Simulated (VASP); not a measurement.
# MgO (Fm-3m) in VASP: further runs, part 2 of 2

VASP 6.6.1. The steps go on from the part before.

**3. Vibrations by perturbation theory, LDA**

This run uses another cell than the first one, of 8.99 Å³/atom, 1.022 times its volume.

Contents of INCAR:

```
  PREC = Accurate
  ENCUT = 520
  EDIFF = 1E-8
  ISMEAR = 0
  SIGMA = 0.01
  LREAL = F
  LASPH = T
  NELM = 80
  ALGO = Normal
  ISIF = 2
  LWAVE = F
  LCHARG = F
  IBRION = 8
  NSW = 1
```

Contents of KPOINTS:

```
regular mesh
0
Gamma
  10 10 10
```

Contents of POSCAR:

```
MgO
1.0
    2.0795922154      2.0795922154      0.0000000000
   -2.0795922154      2.0795922154      0.0000000000
    0.0000000000      2.0795922154      2.0795922154
Mg O
1 1
Direct
    0.0000000000      0.0000000000      0.0000000000
    0.5000000000      0.5000000000      0.0000000000
```

Potentials or basis: VASP PAW LDA potentials, release 64 (Mg, O).

Command:

```sh
$ cat potpaw_LDA.64/Mg/POTCAR potpaw_LDA.64/O/POTCAR > POTCAR
$ mpirun -np 1 vasp_std > vasp.out
```

OUTCAR:

```text
PREC = Accurate
   ENCUT = 520
   EDIFF = 1E-8
   ISMEAR = 0
   LREAL = F
   LASPH = T
   NELM = 80
   ISIF = 2
   IBRION = 8
   NSW = 1

 ion  position               nearest neighbor table
   1  0.000  0.000  0.000-   2 2.08   2 2.08   2 2.08   2 2.08   2 2.08   2 2.08
   2  0.500  0.500  0.000-   1 2.08   1 2.08   1 2.08   1 2.08   1 2.08   1 2.08

  LATTYP: Found a face centered cubic cell.
 ALAT       =     4.1591844308

  Lattice vectors:

 A1 = (   0.0000000000,   2.0795922154,   2.0795922154)
 A2 = (   2.0795922154,   0.0000000000,   2.0795922154)
 A3 = (   2.0795922154,   2.0795922154,   0.0000000000)

Analysis of symmetry for initial positions (statically):
=====================================================================
 Subroutine PRICEL returns:
 Original cell was already a primitive cell.

 Routine SETGRP: Setting up the symmetry group for a
 face centered cubic supercell.

 Subroutine GETGRP returns: Found 48 space group operations
 (whereof 48 operations were pure point group operations)
 out of a pool of 48 trial point group operations.

The static configuration has the point symmetry O_h .

Analysis of symmetry for dynamics (positions and initial velocities):
=====================================================================
 Subroutine PRICEL returns:
 Original cell was already a primitive cell.

 Routine SETGRP: Setting up the symmetry group for a
 face centered cubic supercell.

 Subroutine GETGRP returns: Found 48 space group operations
 (whereof 48 operations were pure point group operations)
 out of a pool of 48 trial point group operations.

The dynamic configuration has the point symmetry O_h .

 Subroutine INISYM returns: Found 48 space group operations
 (whereof 48 operations are pure point group operations),
 and found     1 'primitive' translations

----------------------------------------------------------------------------------------

                                     Primitive cell

  volume of cell :      17.9872

  direct lattice vectors                    reciprocal lattice vectors
     2.079592215  2.079592215  0.000000000     0.240431752  0.240431752 -0.240431752
    -2.079592215  2.079592215  0.000000000    -0.240431752  0.240431752 -0.240431752
     0.000000000  2.079592215  2.079592215     0.000000000  0.000000000  0.480863504

  length of vectors
     2.940987515  2.940987515  2.940987515     0.416440010  0.416440010  0.480863504

  position of ions in fractional coordinates (direct lattice)
     0.000000000  0.000000000  0.000000000
     0.500000000  0.500000000  0.000000000

  ion indices of the primitive-cell ions
   primitive index   ion index
                 1           1
                 2           2

[... 130 lines left out ...]
  band No.  band energies     occupation
      1     -14.0314      2.00000
      2       3.1743      2.00000
      3       3.1743      2.00000
      4       3.1743      2.00000
      5       8.2093      0.00000
      6      18.9052      0.00000
      7      18.9052      0.00000
      8      18.9052      0.00000
[... 243 lines left out ...]
 k-point    24 :       0.4000    0.3000    0.0000
  band No.  band energies     occupation
      1     -12.3150      2.00000
      2      -0.5869      2.00000
      3       0.3488      2.00000
      4       2.0596      2.00000
      5      13.3406      0.00000
      6      15.4210      0.00000
      7      15.9272      0.00000
      8      21.1439      0.00000

 [... further k-points ...]

------------------------ aborting loop because EDIFF is reached ----------------------------------------

  FORCE on cell =-STRESS in cart. coord.  units (eV):
  Direction    XX          YY          ZZ          XY          YZ          ZX
  --------------------------------------------------------------------------------------
  -------------------------------------------------------------------------------------
  Total       -0.1883428     -0.1883428     -0.1883428      0.0000000      0.0000000      0.0000000
  in kB      -16.7762566    -16.7762566    -16.7762566      0.0000000      0.0000000      0.0000000
  external PRESSURE =     -16.7762566 kB  Pullay stress =       0.0000000 kB

 VOLUME and BASIS-vectors are now :
 -----------------------------------------------------------------------------
  energy-cutoff  :      520.00
  volume of cell :       17.99
      direct lattice vectors                 reciprocal lattice vectors
     2.079592215  2.079592215  0.000000000     0.240431752  0.240431752 -0.240431752
    -2.079592215  2.079592215  0.000000000    -0.240431752  0.240431752 -0.240431752
     0.000000000  2.079592215  2.079592215     0.000000000  0.000000000  0.480863504

 POSITION                                       TOTAL-FORCE (eV/Angst)
 -----------------------------------------------------------------------------------
      0.00000      0.00000      0.00000        -0.000000      0.000000      0.000000
      0.00000      2.07959      0.00000         0.000000     -0.000000      0.000000
 -----------------------------------------------------------------------------------
    total drift:                                0.000000     -0.000000     -0.000000

  FREE ENERGIE OF THE ION-ELECTRON SYSTEM (eV)
  ---------------------------------------------------
  free  energy   TOTEN  =       -13.4447833519 eV

  energy  without entropy=      -13.4447833519  energy(sigma->0) =      -13.44478335

[... ionic steps 2 to 3 ...]

--------------------------------------- Ionic step        4  -------------------------------------------

------------------------ aborting loop because EDIFF is reached ----------------------------------------

[... ionic steps 5 to 6 ...]

--------------------------------------- Ionic step        7  -------------------------------------------

 Free energy of the ion-electron system (eV)
  ---------------------------------------------------
  ---------------------------------------------------
  free energy    TOTEN  =        -0.35241197 eV

  energy without entropy =       -0.35241197

------------------------ aborting loop because EDIFF is reached ----------------------------------------

 INTERNAL STRAIN TENSOR  FOR ION    2  DIRECTION 1   (eV/Angst):
 -----------------------------------------------------------------------------
     0.00815  0.00000  0.00000
     0.00000 -0.00758  0.00000
    -0.00000  0.00000 -0.00758

 INTERNAL STRAIN TENSOR FOR ION    2 for displacements in x,y,z  (eV/Angst):
          X           Y           Z          XY          YZ          ZX
  --------------------------------------------------------------------------------
  x     0.00000     0.00000     0.00000     0.00000     0.00000     0.00000
  y     0.00000     0.00000     0.00000     0.00000     0.00000     0.00000
  z     0.00000     0.00000     0.00000     0.00000     0.00000     0.00000

 SECOND DERIVATIVES (NOT SYMMETRIZED)
 ------------------------------------
               1X          1Y          1Z          2X          2Y          2Z
  1X    -6.091310    0.000000   -0.000000    6.091310   -0.000000    0.000000
  1Y    -0.000000   -6.091310    0.000000    0.000000    6.091310   -0.000000
  1Z     0.000000    0.000000   -6.091310   -0.000000   -0.000000    6.091310
  2X     6.100118    0.000000    0.000000   -6.100118    0.000000    0.000000
  2Y     0.000000    6.100118    0.000000    0.000000   -6.100118    0.000000
  2Z     0.000000    0.000000    6.100118    0.000000    0.000000   -6.100118

 Eigenvectors and eigenvalues of the dynamical matrix
 ----------------------------------------------------

   1 f  =   12.427021 THz    78.081276 2PiTHz  414.520803 cm-1    51.394006 meV
             X         Y         Z           dx          dy          dz
      0.000000  0.000000  0.000000     0.000000    0.629783    0.000000
      0.000000  2.079592  0.000000     0.000000   -0.776771    0.000000
[... 21 lines left out ...]
   6 f/i=    0.004392 THz     0.027598 2PiTHz    0.146516 cm-1     0.018166 meV
             X         Y         Z           dx          dy          dz
      0.000000  0.000000  0.000000     0.776771   -0.000000   -0.000000
      0.000000  2.079592  0.000000     0.629783   -0.000000    0.000000

--------------------------------------------------------------------------------------------------------

 ELASTIC MODULI CONTR FROM IONIC RELAXATION (kBar)
 Direction    XX          YY          ZZ          XY          YZ          ZX
 --------------------------------------------------------------------------------
 XX           0.0000      0.0000      0.0000      0.0000      0.0000      0.0000
 YY           0.0000      0.0000      0.0000      0.0000      0.0000      0.0000
 ZZ           0.0000      0.0000      0.0000      0.0000      0.0000      0.0000
 XY           0.0000      0.0000      0.0000      0.0000      0.0000      0.0000
 YZ           0.0000      0.0000      0.0000      0.0000      0.0000      0.0000
 ZX           0.0000      0.0000      0.0000      0.0000      0.0000      0.0000
 --------------------------------------------------------------------------------
```

OSZICAR:

```text
N       E                     dE             d eps       ncg     rms          rms(c)
DAV:   1     0.125145521508E+02    0.12515E+02   -0.49263E+03   856   0.889E+02
DAV:   2    -0.147235544920E+02   -0.27238E+02   -0.25602E+02   992   0.142E+02
DAV:   3    -0.150273793850E+02   -0.30382E+00   -0.30382E+00   896   0.172E+01
DAV:   4    -0.150278608568E+02   -0.48147E-03   -0.48147E-03  1080   0.678E-01
[... 34 lines left out ...]
RMM:   6    -0.352416233462E+00   -0.45889E-05   -0.57290E-08  2706   0.254E-03    0.742E-04
RMM:   7    -0.352411930246E+00    0.43032E-05   -0.94479E-09  2703   0.452E-04    0.575E-05
RMM:   8    -0.352411963445E+00   -0.33199E-07   -0.81375E-09  2686   0.114E-04    0.141E-05
RMM:   9    -0.352411970739E+00   -0.72940E-08   -0.81130E-09  2791   0.581E-05    0.285E-06
 Linear response finished
```

stdout:

```text
POSCAR found type information on POSCAR MgO
 POSCAR found :  2 types and       2 ions
 scaLAPACK will be used
 LDA part: xc-table for (Slater(with rela. corr.)+CA(PZ))
 , standard interpolation
 POSCAR, INCAR and KPOINTS ok, starting setup
 FFT: planning ... GRIDC
 FFT: planning ... GRID_SOFT
 FFT: planning ... GRID
 WAVECAR not read
 entering main loop
 Linear response reoptimize wavefunctions to high precision
 Linear response DOF=           2
 Linear response progress:
 first order change of Fermi-energy  -0.59193E-04
 force on displaced ion       1 direction 1 :  -6.091  -0.000  -0.000
 Linear response progress:
 first order change of Fermi-energy  -0.88923E-03
 force on displaced ion       2 direction 1 :  -6.100  -0.000   0.000
 Linear response finished
```

It took 37 s on 1 thread of Intel Xeon Platinum 8259CL at 2.50GHz (Skylake/Cascade Lake), shared host; peak memory 0.17 GiB.

What came out:

| Item | Value |
| --- | --- |
| Highest phonon frequency at Γ, LO-TO splitting left out | 415 cm⁻¹ |

Phonon frequencies in cm⁻¹ (negative: imaginary):
```csv
q point,frequencies
"(0.000, 0.000, 0.000)",0 0 0 415 415 415
```

Caveat: the cell wasn't relaxed at this level first, which shifts response properties.

**4. Vibrations by perturbation theory, LDA**

This run uses another cell than the first one, of 9.10 Å³/atom, 1.035 times its volume.

Contents of INCAR:

```
ALGO = Normal
EDIFF = 1E-8
ENCUT = 520
IBRION = 8
ISIF = 2
ISMEAR = 0
LASPH = T
LCHARG = T
LREAL = F
LWAVE = F
NELM = 80
NSW = 1
PREC = Accurate
SIGMA = 0.01
```

Contents of KPOINTS:

```
k-points
0
Gamma
  10 10 10
```

Contents of POSCAR:

```
MgO
1.0
    2.0877670850      2.0877670850      0.0000000000
   -2.0877670850      2.0877670850      0.0000000000
    0.0000000000      2.0877670850      2.0877670850
Mg O
1 1
Direct
    0.0000000000      0.0000000000      0.0000000000
    0.5000000000      0.5000000000      0.0000000000
```

Potentials or basis: VASP PAW LDA potentials, release 64 (Mg, O).

Command:

```sh
$ cat potpaw_LDA.64/Mg/POTCAR potpaw_LDA.64/O/POTCAR > POTCAR
$ mpirun -np 1 vasp_std > vasp.out
```

OUTCAR:

```text
EDIFF = 1E-8
   ENCUT = 520
   IBRION = 8
   ISIF = 2
   ISMEAR = 0
   LASPH = T
   LREAL = F
   NELM = 80
   NSW = 1
   PREC = Accurate

 ion  position               nearest neighbor table
   1  0.000  0.000  0.000-   2 2.09   2 2.09   2 2.09   2 2.09   2 2.09   2 2.09
   2  0.500  0.500  0.000-   1 2.09   1 2.09   1 2.09   1 2.09   1 2.09   1 2.09

  LATTYP: Found a face centered cubic cell.
 ALAT       =     4.1755341700

  Lattice vectors:

 A1 = (   0.0000000000,   2.0877670850,   2.0877670850)
 A2 = (   2.0877670850,   0.0000000000,   2.0877670850)
 A3 = (   2.0877670850,   2.0877670850,   0.0000000000)

Analysis of symmetry for initial positions (statically):
=====================================================================
 Subroutine PRICEL returns:
 Original cell was already a primitive cell.

 Routine SETGRP: Setting up the symmetry group for a
 face centered cubic supercell.

[... 492 lines left out ...]

 INTERNAL STRAIN TENSOR  FOR ION    2  DIRECTION 1   (eV/Angst):
 -----------------------------------------------------------------------------
     0.00779  0.00000  0.00000
     0.00000 -0.00756  0.00000
     0.00000  0.00000 -0.00756

 INTERNAL STRAIN TENSOR FOR ION    2 for displacements in x,y,z  (eV/Angst):
          X           Y           Z          XY          YZ          ZX
  --------------------------------------------------------------------------------
  x     0.00000     0.00000     0.00000     0.00000     0.00000     0.00000
  y     0.00000     0.00000     0.00000     0.00000     0.00000     0.00000
  z     0.00000     0.00000     0.00000     0.00000     0.00000     0.00000

 SECOND DERIVATIVES (NOT SYMMETRIZED)
 ------------------------------------
               1X          1Y          1Z          2X          2Y          2Z
  1X    -5.759987    0.000000    0.000000    5.759987    0.000000    0.000000
  1Y     0.000000   -5.759987    0.000000    0.000000    5.759987    0.000000
  1Z     0.000000    0.000000   -5.759987    0.000000    0.000000    5.759987
  2X     5.767317   -0.000000    0.000000   -5.767317    0.000000   -0.000000
  2Y     0.000000    5.767317   -0.000000   -0.000000   -5.767317    0.000000
  2Z     0.000000   -0.000000    5.767317   -0.000000    0.000000   -5.767317

 Eigenvectors and eigenvalues of the dynamical matrix
 ----------------------------------------------------

   1 f  =   12.083694 THz    75.924090 2PiTHz  403.068652 cm-1    49.974121 meV
             X         Y         Z           dx          dy          dz
      0.000000  0.000000  0.000000     0.000000   -0.629816   -0.000000
      0.000000  2.087767  0.000000     0.000000    0.776744    0.000000
[... 21 lines left out ...]
   6 f/i=    0.003759 THz     0.023620 2PiTHz    0.125394 cm-1     0.015547 meV
             X         Y         Z           dx          dy          dz
      0.000000  0.000000  0.000000    -0.776744   -0.000000   -0.000000
      0.000000  2.087767  0.000000    -0.629816   -0.000000    0.000000

--------------------------------------------------------------------------------------------------------

 ELASTIC MODULI CONTR FROM IONIC RELAXATION (kBar)
 Direction    XX          YY          ZZ          XY          YZ          ZX
 --------------------------------------------------------------------------------
 XX           0.0000      0.0000      0.0000      0.0000      0.0000      0.0000
 YY           0.0000      0.0000      0.0000      0.0000      0.0000      0.0000
 ZZ           0.0000      0.0000      0.0000      0.0000      0.0000      0.0000
 XY           0.0000      0.0000      0.0000      0.0000      0.0000      0.0000
 YZ           0.0000      0.0000      0.0000      0.0000      0.0000      0.0000
 ZX           0.0000      0.0000      0.0000      0.0000      0.0000      0.0000
 --------------------------------------------------------------------------------
```

OSZICAR:

```text
N       E                     dE             d eps       ncg     rms          rms(c)
DAV:   1     0.803335845577E+01    0.80334E+01   -0.48186E+03   896   0.878E+02
DAV:   2    -0.147173805947E+02   -0.22751E+02   -0.21208E+02   896   0.130E+02
DAV:   3    -0.150196112661E+02   -0.30223E+00   -0.30223E+00   960   0.163E+01
DAV:   4    -0.150200241912E+02   -0.41293E-03   -0.41293E-03  1032   0.571E-01
[... 35 lines left out ...]
RMM:   7    -0.352450142096E+00    0.42834E-05   -0.10681E-07  2706   0.618E-04    0.565E-05
RMM:   8    -0.352450164758E+00   -0.22662E-07   -0.10895E-07  2692   0.281E-04    0.143E-05
RMM:   9    -0.352450175982E+00   -0.11224E-07   -0.10816E-07  2819   0.226E-04    0.264E-06
RMM:  10    -0.352450196450E+00   -0.20467E-07   -0.10850E-07  2331   0.214E-04    0.413E-07
RMM:  11    -0.352450197488E+00   -0.10378E-08   -0.14218E-07  1556   0.212E-04    0.945E-08
 Linear response finished
```

It took 37 s on 1 thread of Intel Xeon Platinum 8259CL at 2.50GHz (Skylake/Cascade Lake), shared host; peak memory 0.17 GiB.

Results:

| Property | Result |
| --- | --- |
| Highest phonon frequency at Γ, LO-TO splitting left out | 403 cm⁻¹ |

Phonon frequencies in cm⁻¹ (negative: imaginary):
| q point | frequencies |
| --- | --- |
| (0.000, 0.000, 0.000) | 0 0 0 403 403 403 |

Caveat: the cell wasn't relaxed at this level first, which shifts response properties.
